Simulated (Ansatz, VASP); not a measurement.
**One calculation of Ge3N4, two programs**

```
Ge N
1.0
     8.04393    0.00000    0.00000
    -4.02196    6.96625    0.00000
     0.00000    0.00000    3.11086
Ge N
6 8
Direct
  0.82838 0.23419 0.75000
  0.59419 0.82838 0.25000
  0.23419 0.40581 0.25000
  0.76581 0.59419 0.75000
  0.40581 0.17162 0.75000
  0.17162 0.76581 0.25000
  0.66667 0.33333 0.75000
  0.33333 0.66667 0.25000
  0.66933 0.97098 0.75000
  0.69834 0.66933 0.25000
  0.97098 0.30166 0.25000
  0.02902 0.69834 0.75000
  0.33067 0.02902 0.25000
  0.30166 0.33067 0.75000
```

Change from the starting cell: uniaxial_z strain +1.0%.

Alike in both runs: task single point; functional PBE; k mesh 6 × 6 × 8; occupations fermi-dirac, width 0.02 eV; no spin polarisation.

|  | VASP | Ansatz |
| --- | --- | --- |
| version | VASP 6.6.1 | Ansatz 0.2.0 |
| potentials or method | VASP PAW PBE potentials, release 64 (Ge_d, N) | plane waves, PAW |
| plane-wave cutoff (eV) | 600 | 420 |
| valence electrons in the cell | 124 | 124 |

|  | VASP | Ansatz | Ansatz less VASP |
| --- | --- | --- | --- |
| gap on the k mesh at the Fermi level (eV) | 2.12 | 2.11 | -0.010 |
| pressure (GPa) | 3.6 | 4.3 | +0.68 |
| traceless stress, the component that is largest in VASP (GPa) | -1.73 | -1.68 | +0.051 |
| rms of the force components (eV/Å) | 0.025 | 0.030 | +0.0041 |

Atom by atom the forces differ by 0.005 eV/Å (rms over components).
